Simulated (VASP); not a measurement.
Write the native input for VASP 6.6.1 that does the following.

| Quantity | Value |
| --- | --- |
| Task | single point |
| Functional | PBE |
| Potentials or basis | VASP PAW PBE potentials, release 64 (Rh_pv) |
| Cutoff | 520 eV |
| k mesh | 30 × 30 × 16 |
| Occupations | gaussian, width 0.15 eV |
| Spin | no spin polarisation |
| Dipole correction | no |
| Further INCAR settings | ALGO = Fast; EDIFF = 1e-07; NBANDS = 22 |

The structure of Rh lies in POSCAR:

```
Rh
1.0
    2.7247891234      0.0000000000      0.0000000000
   -1.3623945617      2.3597366008      0.0000000000
    0.0000000000      0.0000000000      4.3848426969
Rh
2
Direct
    0.6666666667      0.3333333333      0.7500000000
    0.3333333333      0.6666666667      0.2500000000
```

The input as run:

INCAR

```
PREC = Accurate
ENCUT = 520
EDIFF = 1E-7
ISMEAR = 0
SIGMA = 0.15
LREAL = False
LASPH = True
NELM = 60
ALGO = Fast
ISIF = 2
LWAVE = False
LCHARG = False
GGA = PE
NBANDS = 22
```

KPOINTS

```
Automatic mesh
0
Gamma
  30 30 16
```

Potentials or basis: VASP PAW PBE potentials, release 64 (Rh_pv).

Launch:

```sh
$ cat potpaw_PBE.64/Rh_pv/POTCAR > POTCAR
$ mpirun -np 1 vasp_std > vasp.out
```

Results of the run:

| Quantity | Value |
| --- | --- |
| Pressure | 0.2 GPa |
| Band gap on the k mesh | zero (band 15 reaches 12.16 eV, above the bottom of band 16 at 9.84 eV) |

It took 3.5 min on 1 thread of Intel(R) Xeon(R) 6975P-C (Granite Rapids), on a shared host, peak memory 0.46 GiB.
